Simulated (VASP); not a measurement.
Set up this calculation in VASP 6.6.1, as the native input.

```
Task                   : relaxation of cell and atoms
Functional             : PBE
Potentials or basis    : VASP PAW PBE potentials, release 64 (Mg, Cd, Se)
Cutoff                 : 600 eV
k mesh                 : 6 × 6 × 2
Occupations            : gaussian, width 0.02 eV
Spin                   : no spin polarisation
Dipole correction      : no
Further INCAR settings : ALGO = Normal; EDIFF = 1e-07; IBRION = 2; EDIFFG = -0.01; NSW = 100; ISIF = 3
```

The structure of Mg2CdSe3 lies in POSCAR:

```
Mg2CdSe3
1.0
    4.2962871669      0.0000000000      0.0000000000
   -2.1481435834      3.7206938284      0.0000000000
    0.0000000000      0.0000000000     20.8475385204
Mg Cd Se
4 2 6
Direct
    0.6666666667      0.3333333333      0.1673511219
    0.6666666667      0.3333333333      0.8304095494
    0.3333333333      0.6666666667      0.3304095494
    0.3333333333      0.6666666667      0.6673511219
    0.6666666667      0.3333333333      0.5007707520
    0.3333333333      0.6666666667      0.0007707520
    0.6666666667      0.3333333333      0.2919692986
    0.6666666667      0.3333333333      0.6293691666
    0.6666666667      0.3333333333      0.9551301115
    0.3333333333      0.6666666667      0.1293691666
    0.3333333333      0.6666666667      0.4551301115
    0.3333333333      0.6666666667      0.7919692986
```

These files were run (other wordings do the same):

INCAR

```
SYSTEM = Mg2CdSe3
PREC = Accurate
ENCUT = 600
EDIFF = 1E-7
ISMEAR = 0
SIGMA = 0.02
LREAL = .False.
LASPH = .True.
NELM = 100
ALGO = Normal
ISIF = 3
LWAVE = .False.
LCHARG = .False.
GGA = PE
IBRION = 2
NSW = 100
EDIFFG = -0.01
```

KPOINTS

```
regular mesh
0
Gamma
  6 6 2
  0 0 0
```

Potentials or basis: VASP PAW PBE potentials, release 64 (Mg, Cd, Se).

The run is started by

```console
$ cat potpaw_PBE.64/Mg/POTCAR potpaw_PBE.64/Cd/POTCAR potpaw_PBE.64/Se/POTCAR > POTCAR
$ mpirun -np 1 vasp_std > vasp.out
```

It gave:

* Relaxed volume: 27.89 Å³/atom
* Relaxed cell: a = 4.301 Å, b = 4.301 Å, c = 20.886 Å, α = 90.00°, β = 90.00°, γ = 120.00°
* Space group after relaxing (to 0.05 Å): P6_3mc (No. 186)
* Energy gained by relaxing: 0.1 meV/atom
* Ionic steps: 5
* Pressure after relaxing: 0.0 GPa
* Largest force after relaxing: 0.009 eV/Å
* Band gap on the k mesh: 1.54 eV, direct

It took 17 min on 1 thread of Intel(R) Xeon(R) Platinum 8259CL CPU @ 2.50GHz (Skylake/Cascade Lake), on a shared host, peak memory 0.65 GiB.
